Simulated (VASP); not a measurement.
The system is Pt.

```xyz
1
Lattice="0.0000 1.9609 1.9609 1.9609 0.0000 1.9609 1.9609 1.9609 0.0000" Properties=species:S:1:pos:R:3 pbc="T T T"
Pt    0.0000    0.0000    0.0000
```

* Program: VASP 6.6.1
* Task: relaxation of cell and atoms
* Functional: LDA
* Potentials or basis: VASP PAW LDA potentials, release 64 (Pt)
* Cutoff: 600 eV
* k mesh: 11 × 11 × 11
* Occupations: fermi-dirac, width 0.05 eV
* Spin: no spin polarisation

At the start: pressure -5.7 GPa; volume 15.08 Å³/atom.

**Question.** How do energy, volume and symmetry change on relaxing?

**Answer.** Over 3 steps the energy falls by 5.3 meV/atom and the volume is 14.80 Å³/atom (-1.9 %); space group Fm-3m (No. 225, to 0.05 Å).

Step by step:
```csv
step,energy change (eV),largest force (eV/Å),pressure (GPa),volume (Å³)
1,0.0000,0.0000,-5.71,15.08
2,0.0481,0.0000,21.42,13.94
3,-0.0053,0.0000,-0.15,14.80
```

Final structure:
```yaml
crystal:
  lattice:
    - [0.00000, 1.94848, 1.94848]
    - [1.94848, 0.00000, 1.94848]
    - [1.94848, 1.94848, 0.00000]
  atoms:
    - { symbol: Pt, position: [0.00000, 0.00000, 0.00000] }
```
